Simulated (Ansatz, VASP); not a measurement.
# One calculation of Al5As, two programs

File INCAR:

```
PREC = Accurate ; ENCUT = 600
EDIFF = 1E-6 ; ISMEAR = 0
SIGMA = 0.1 ; LREAL = False
LASPH = True ; NELM = 60
ALGO = Fast ; ISIF = 3
LWAVE = False ; LCHARG = False
GGA = PE ; IBRION = 2
NSW = 90 ; EDIFFG = -0.04
```

The input KPOINTS:

```
Automatic mesh
0
Gamma
  6 6 4
```

File POSCAR:

```
Al5As
1.0
    5.4255846104      0.0000000000      0.0000000000
   -2.7127923052      4.6986941030      0.0000000000
    0.0000000000      0.0000000000      7.4594125285
Al As
5 1
Direct
    0.0000000000      0.0000000000      0.1747807852
    0.0000000000      0.0000000000      0.8252192148
    0.5000000000      0.0000000000      0.5000000000
    0.0000000000      0.5000000000      0.5000000000
    0.5000000000      0.5000000000      0.5000000000
    0.0000000000      0.0000000000      0.5000000000
```

Input for Ansatz:

```yaml
crystal:
  lattice:
    - [5.4255846104, 0.0, 0.0]
    - [-2.7127923052, 4.698694103, 0.0]
    - [0.0, 0.0, 7.4594125285]
  atoms:
    - { symbol: Al, position: [0.0, 0.0, 0.1747807852] }
    - { symbol: Al, position: [0.0, 0.0, 0.8252192148] }
    - { symbol: Al, position: [0.5, 0.0, 0.5] }
    - { symbol: Al, position: [0.0, 0.5, 0.5] }
    - { symbol: Al, position: [0.5, 0.5, 0.5] }
    - { symbol: As, position: [0.0, 0.0, 0.5] }
basis:
  ecutwfc: 420
kpoints:
  mp_grid: { grid: [6, 6, 4] }
hamiltonian:
  xc: pbe
scf:
  occupations: { method: gaussian, width: 0.1 }
  lower_state_search: "off"
output:
  forces: true
  stress: true
  eigenvalues: true
relax:
  adjacent_minimum: "off"
  f_tol: 0.04
  max_steps: 70
  cell: { stress_tol: 0.4 }
```

Alike in both runs: task relaxation of cell and atoms; functional PBE; k mesh 6 × 6 × 4; occupations gaussian, width 0.1 eV; no spin polarisation.

|  | VASP | Ansatz |
| --- | --- | --- |
| version | VASP 6.6.1 | Ansatz 0.2.0 |
| potentials or method | VASP PAW PBE potentials, release 64 (Al, As), cutoff 600 eV | scalar-relativistic, plane waves, PAW |
| valence electrons in the cell | 20 | 30 |

```tsv
	VASP	Ansatz	Ansatz less VASP
gap on the k mesh at the Fermi level, each at its own relaxed structure (eV)	none	none	-
relaxed volume (Å³/atom)	32.95	33.00	+0.046
relaxed cell length with the largest relative difference (Å)	5.408	5.414	+0.0060
```

A gap of «none» marks a metal or a gap that the smearing closes. VASP's potentials hold 20 valence electrons a cell and Ansatz's 30, so a difference there can come from the potentials and not from the codes.
